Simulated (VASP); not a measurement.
Here is a VASP 6.6.1 calculation.

The input INCAR:

```
PREC = Accurate
ENCUT = 500
EDIFF = 1E-7
ISMEAR = 0
SIGMA = 0.02
LREAL = False
LASPH = True
NELM = 120
ALGO = Normal
ISIF = 3
LWAVE = False
LCHARG = False
GGA = PS
IBRION = 2
NSW = 100
EDIFFG = -0.002
GGA_COMPAT = False
NELMIN = 4
```

File KPOINTS:

```
Automatic mesh
0
Gamma
  8 8 8
```

The input POSCAR:

```
AlP
1.0
    0.0000000000      2.7364837100      2.7364837100
    2.7364837100      0.0000000000      2.7364837100
    2.7364837100      2.7364837100      0.0000000000
Al P
1 1
Direct
    0.0000000000      0.0000000000      0.0000000000
    0.2500000000      0.2500000000      0.2500000000
```

Potentials or basis: VASP PAW PBE potentials, release 64 (Al, P).

The run is started by

```console
$ cat potpaw_PBE.64/Al/POTCAR potpaw_PBE.64/P/POTCAR > POTCAR
$ mpirun -np 1 vasp_std > vasp.out
```

(1) Predict the relaxed volume.

(2) What does it give for the relaxed cell?

(3) Estimate the band gap on the k mesh.

Results:

(1) 20.47 Å³/atom.

(2) a = 3.869 Å, b = 3.869 Å, c = 3.869 Å, α = 60.00°, β = 60.00°, γ = 60.00°.

(3) 1.45 eV, indirect (least direct gap 3.15 eV).

Caveat: the PAW data sets were made with another functional, which shifts forces and pressure a little.
